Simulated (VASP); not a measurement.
Wanted: the native input for a VASP 6.6.1 run.

- Task: single point
- Functional: PBE
- Potentials or basis: VASP PAW PBE potentials, release 64 (Li_sv)
- Cutoff: 520 eV
- k mesh: 16 × 16 × 16
- Occupations: gaussian, width 0.1 eV
- Spin: no spin polarisation
- Dipole correction: no
- Further INCAR settings: ALGO = Fast; EDIFF = 1e-06; NBANDS = 8

The structure of Li lies in POSCAR:

```
Li
1.0
    0.0000000000      2.2196380200      2.2196380200
    2.2196380200      0.0000000000      2.2196380200
    2.2196380200      2.2196380200      0.0000000000
Li
1
Direct
    0.0000000000      0.0000000000      0.0000000000
```

This cell differs from its parent crystal: strained.

One way to write it, as run:

INCAR

```
SYSTEM = Li
PREC = Accurate
ENCUT = 520
EDIFF = 1E-6
ISMEAR = 0
SIGMA = 0.1
LREAL = .False.
LASPH = .True.
NELM = 80
ALGO = Fast
ISIF = 2
LWAVE = .False.
LCHARG = .False.
GGA = PE
NBANDS = 8
```

KPOINTS

```
Automatic mesh
0
Gamma
  16 16 16
  0 0 0
```

Potentials or basis: VASP PAW PBE potentials, release 64 (Li_sv).

Launch:

```console
$ cat potpaw_PBE.64/Li_sv/POTCAR > POTCAR
$ mpirun -np 1 vasp_std > vasp.out
```

Wall time 9.9 s on 1 thread of Intel(R) Xeon(R) Platinum 8488C (Sapphire Rapids), with other jobs on the host, peak memory 0.14 GiB.
